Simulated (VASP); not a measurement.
# Al5Cl (F-43m) in VASP: notebook, part 2 of 2

VASP 6.6.1.

## 4. Relaxation of cell and atoms, PBE

Input file INCAR:

```
PREC = Accurate
ENCUT = 600
EDIFF = 1E-6
ISMEAR = 0
SIGMA = 0.1
LREAL = F
LASPH = T
NELM = 100
ALGO = Normal
ISIF = 3
LWAVE = F
LCHARG = F
GGA = PE
IBRION = 2
NSW = 90
EDIFFG = -0.04
```

Input file KPOINTS:

```
regular mesh
0
Gamma
  4 4 4
```

Input file POSCAR:

```
Al5Cl
1.0
    0.0000000000      3.5719932600      3.5719932600
    3.5719932600      0.0000000000      3.5719932600
    3.5719932600      3.5719932600      0.0000000000
Al Cl
5 1
Direct
    0.1250000000      0.6250000000      0.6250000000
    0.6250000000      0.6250000000      0.6250000000
    0.6250000000      0.1250000000      0.6250000000
    0.6250000000      0.6250000000      0.1250000000
    0.2500000000      0.2500000000      0.2500000000
    0.0000000000      0.0000000000      0.0000000000
```

On the command line:

```
cat potpaw_PBE.64/Al/POTCAR potpaw_PBE.64/Cl/POTCAR > POTCAR
mpirun -np 1 vasp_std > vasp.out
```

Wall time 22 s (1 thread of Intel Xeon 6975P-C (Granite Rapids), shared host); peak memory 0.23 GiB.

The run converged. Its results:

| Quantity | Value |
| --- | --- |
| Free energy | -19.3640 eV |
| Relaxed volume | 19.49 Å³/atom |
| Relaxed cell | a = 5.489 Å, b = 5.489 Å, c = 5.489 Å, α = 60.00°, β = 60.00°, γ = 60.00° |
| Space group after relaxing (to 0.05 Å) | F-43m (No. 216) |
| Energy gained by relaxing | 240.6 meV/atom |
| Ionic steps | 3 |
| Pressure after relaxing | 0.1 GPa |

The path:
```tsv
step	energy change (eV)	largest force (eV/Å)	pressure (GPa)	volume (Å³)
1	0.0000	0.0467	22.09	91.15
2	-1.4200	0.0305	-1.66	121.66
3	-1.4434	0.0234	0.15	116.95
```

Final structure:
```
CELL_PARAMETERS angstrom
0.00000 3.88141 3.88141
3.88141 0.00000 3.88141
3.88141 3.88141 0.00000
ATOMIC_POSITIONS crystal
Al 0.12548 0.62484 0.62484
Al 0.62484 0.62484 0.62484
Al 0.62484 0.12548 0.62484
Al 0.62484 0.62484 0.12548
Al 0.25000 0.25000 0.25000
Cl 0.00000 0.00000 0.00000
```

Levels at points of the mesh, in eV from the Fermi level:
```
           k point  band 7  band 8  band 9  band 10  band 11  band 12  band 13  band 14  band 15
(0.00, 0.00, 0.00)   -2.51   -2.51   -2.51    -2.32    -1.61    -1.61    -1.61    -0.12    -0.12
(0.50, 0.00, 0.00)   -3.32   -3.32   -2.91    -0.51    -0.51    -0.49     1.50     1.50     1.95
(0.50, 0.50, 0.00)   -2.78   -2.02   -2.02    -1.67     1.43     1.81     1.81     2.05     2.24
```

Caveat: the k points lie up to 0.35 Å⁻¹ apart in the final cell; the volume moved by over 15 % at a fixed basis, so the end points are rough; the bands computed are all filled at some k points, so no gap is given.

## 5. Single point, PBE

This run uses another cell than the first one, of 19.43 Å³/atom, 1.279 times its volume.

Input file INCAR:

```
SYSTEM = Al5Cl
PREC = Accurate
ENCUT = 520
EDIFF = 1E-7
ISMEAR = 0
SIGMA = 0.1
LREAL = .False.
LASPH = .True.
NELM = 80
ALGO = Normal
ISIF = 2
LWAVE = .False.
LCHARG = .False.
GGA = PE
NBANDS = 20
```

Input file KPOINTS:

```
Automatic mesh
0
Gamma
  8 8 8
  0 0 0
```

Input file POSCAR:

```
Al5Cl
1.0
    0.0000000000      3.8774738912      3.8774738912
    3.8774738912      0.0000000000      3.8774738912
    3.8774738912      3.8774738912      0.0000000000
Al Cl
5 1
Direct
    0.3751013613      0.3751013613      0.8746959160
    0.3751013613      0.8746959160      0.3751013613
    0.8746959160      0.3751013613      0.3751013613
    0.3751013613      0.3751013613      0.3751013613
    0.7500000000      0.7500000000      0.7500000000
    0.0000000000      0.0000000000      0.0000000000
```

On the command line:

```
cat potpaw_PBE.64/Al/POTCAR potpaw_PBE.64/Cl/POTCAR > POTCAR
mpirun -np 1 vasp_std > vasp.out
```

Wall time 44 s (1 thread of Intel Xeon 6975P-C (Granite Rapids), shared host); peak memory 0.26 GiB.

Results (log left out):

```yaml
Free_energy: -19.4797 eV
Pressure: -0.1 GPa
Largest_force: 0.008 eV/Å
Band_gap_on_the_k_mesh: zero (band 11 reaches 7.66 eV, above the bottom of band 12 at 4.49 eV)
```

Forces on the atoms (eV/Å):
```
Al  -0.004 -0.004  0.004
Al  -0.004  0.004 -0.004
Al   0.004 -0.004 -0.004
Al   0.004  0.004  0.004
Al   0.000  0.000  0.000
Cl   0.000  0.000  0.000
```

Levels at points of the mesh, in eV from the Fermi level:
```csv
k point,band 8,band 9,band 10,band 11,band 12,band 13,band 14,band 15
"(0.00, 0.00, 0.00)",-2.43,-2.43,-2.26,-1.53,-1.53,-1.53,-0.04,-0.04
"(0.50, 0.00, 0.00)",-3.25,-2.81,-0.42,-0.42,-0.41,1.58,1.58,2.03
"(0.50, 0.50, 0.00)",-1.92,-1.92,-1.59,1.50,1.89,1.89,2.13,2.33
```

## 6. Relaxation of cell and atoms, PBE

This run uses another cell than the first one, of 19.56 Å³/atom, 1.287 times its volume.

Input file INCAR:

```
PREC = Accurate ; ENCUT = 600
EDIFF = 1E-6 ; ISMEAR = 0
SIGMA = 0.1 ; LREAL = False
LASPH = True ; NELM = 80
ALGO = Normal ; ISIF = 3
LWAVE = False ; LCHARG = False
GGA = PE ; IBRION = 2
NSW = 100 ; EDIFFG = -0.01
```

Input file KPOINTS:

```
regular mesh
0
Gamma
  8 8 8
```

Input file POSCAR:

```
Al5Cl
1.0
    0.0000000000      3.8858465393      3.8858465393
    3.8858465393      0.0000000000      3.8858465393
    3.8858465393      3.8858465393      0.0000000000
Al Cl
5 1
Direct
    0.3752867603      0.3752867603      0.8741397190
    0.3752867603      0.8741397190      0.3752867603
    0.8741397190      0.3752867603      0.3752867603
    0.3752867603      0.3752867603      0.3752867603
    0.7500000000      0.7500000000      0.7500000000
    0.0000000000      0.0000000000      0.0000000000
```

Potentials or basis: VASP PAW PBE potentials, release 64 (Al, Cl).

On the command line:

```
cat potpaw_PBE.64/Al/POTCAR potpaw_PBE.64/Cl/POTCAR > POTCAR
mpirun -np 1 vasp_std > vasp.out
```

It took 96 s on 1 thread of Intel Xeon Platinum 8259CL at 2.50GHz (Skylake/Cascade Lake), shared host; peak memory 0.34 GiB.

The run converged. Its results:

```
Free energy                            : -19.4798 eV
Relaxed volume                         : 19.43 Å³/atom
Relaxed cell                           : a = 5.483 Å, b = 5.483 Å, c = 5.483 Å, α = 60.00°, β = 60.00°, γ = 60.00°
Space group after relaxing (to 0.05 Å) : F-43m (No. 216)
Energy gained by relaxing              : 0.2 meV/atom
Ionic steps                            : 2
Pressure after relaxing                : -0.1 GPa
Largest force after relaxing           : 0.007 eV/Å
```

Forces on the atoms (eV/Å):
```
Al   0.004  0.004 -0.004
Al   0.004 -0.004  0.004
Al  -0.004  0.004  0.004
Al  -0.004 -0.004 -0.004
Al   0.000  0.000  0.000
Cl   0.000  0.000  0.000
```

The path:
```tsv
step	energy change (eV)	largest force (eV/Å)	pressure (GPa)	volume (Å³)
1	0.0000	0.0336	-0.37	117.35
2	-0.0011	0.0072	-0.06	116.59
```

Final structure:
```cif
data_structure
_symmetry_space_group_name_H-M 'P 1'
_symmetry_Int_Tables_number 1
_cell_length_a 5.4835
_cell_length_b 5.4835
_cell_length_c 5.4835
_cell_angle_alpha 60.000
_cell_angle_beta 60.000
_cell_angle_gamma 60.000
_cell_volume 116.59
loop_
_atom_site_label
_atom_site_type_symbol
_atom_site_fract_x
_atom_site_fract_y
_atom_site_fract_z
_atom_site_occupancy
Al1 Al 0.37517 0.37517 0.87450 1
Al2 Al 0.37517 0.87450 0.37517 1
Al3 Al 0.87450 0.37517 0.37517 1
Al4 Al 0.37517 0.37517 0.37517 1
Al5 Al 0.75000 0.75000 0.75000 1
Cl1 Cl 0.00000 0.00000 0.00000 1
```

Levels at points of the mesh, in eV from the Fermi level:
| k point | band 9 | band 10 | band 11 | band 12 | band 13 | band 14 |
| --- | --- | --- | --- | --- | --- | --- |
| (0.00, 0.00, 0.00) | -2.43 | -2.26 | -1.53 | -1.53 | -1.53 | -0.04 |
| (0.50, 0.00, 0.00) | -2.81 | -0.42 | -0.42 | -0.41 | 1.58 | 1.58 |
| (0.50, 0.50, 0.00) | -1.93 | -1.59 | 1.50 | 1.89 | 1.89 | 2.14 |

Caveat: the bands computed are all filled at some k points, so no gap is given.

## 7. The runs side by side

| task | cell | k mesh | cutoff (eV) | gap on the mesh (eV) | pressure (GPa) | relaxed volume (Å³/atom) | largest force (eV/Å) |
| --- | --- | --- | --- | --- | --- | --- | --- |
| single point | a = 5.052 Å, angles 60.0°, 6 atoms | 4 × 4 × 4 | 520 | none | 22.1 | - | - |
| single point | a = 5.495 Å, angles 60.0°, 6 atoms | 4 × 4 × 4 | 520 | none | 0.0 | - | - |
| relaxation of cell and atoms | relaxed from a = 5.052 Å, angles 60.0°, 6 atoms | 4 × 4 × 4 | 600 | - | 0.1 | 19.49 | - |
| single point | a = 5.484 Å, angles 60.0°, 6 atoms | 8 × 8 × 8 | 520 | none | -0.1 | - | 0.01 |
| relaxation of cell and atoms | relaxed from a = 5.495 Å, angles 60.0°, 6 atoms | 8 × 8 × 8 | 600 | - | -0.1 | 19.43 | 0.01 |

Alike in all rows: level PBE; potentials or basis VASP PAW PBE potentials, release 64 (Al, Cl); no spin polarisation; smearing gaussian 0.1 eV.

Caveats: some runs use coarse meshes; the bands computed are all filled at some k points, so no gap is given (some runs); the volume moved by over 15 % at a fixed basis, so the end points are rough (some runs).

Absolute energies hang on the potentials; compare differences alone.
